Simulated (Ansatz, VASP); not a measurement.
# One calculation of Hf3B2Cl4, two programs

```
Hf B Cl
1.0
    -3.16154    5.07404    5.23047
     3.16154   -5.07404    5.23047
     3.16154    5.07404   -5.23047
Hf B Cl
3 2 4
Direct
  0.00000 0.00000 0.00000
  0.69532 0.69532 0.00000
  0.30468 0.30468 0.00000
  0.50000 0.00000 0.50000
  0.50000 0.50000 0.00000
  0.17374 0.25535 0.42909
  0.17374 0.74465 0.91840
  0.82626 0.25535 0.08160
  0.82626 0.74465 0.57091
```

Alike in both runs: functional PBE; k mesh 4 × 4 × 4; occupations gaussian, width 0.1 eV; no spin polarisation.

Ansatz relaxed the structure, and its values are those at the end. VASP's run is a single point on that final structure, the one shown.

|  | VASP | Ansatz |
| --- | --- | --- |
| version | VASP 6.6.1 | Ansatz 0.2.0 |
| potentials or method | VASP PAW PBE potentials, release 64 (Hf_pv, B, Cl), cutoff 520 eV | scalar-relativistic, plane waves, PAW |
| valence electrons in the cell | 64 | 112 |

|  | VASP | Ansatz | Ansatz less VASP |
| --- | --- | --- | --- |
| pressure (GPa) | -0.1 | 0.0 | +0.17 |
| rms of the force components (eV/Å) | 0.027 | 0.004 | -0.0236 |

VASP's potentials hold 64 valence electrons a cell and Ansatz's 112, so a difference there can come from the potentials and not from the codes.

Neither program's run includes spin-orbit coupling.
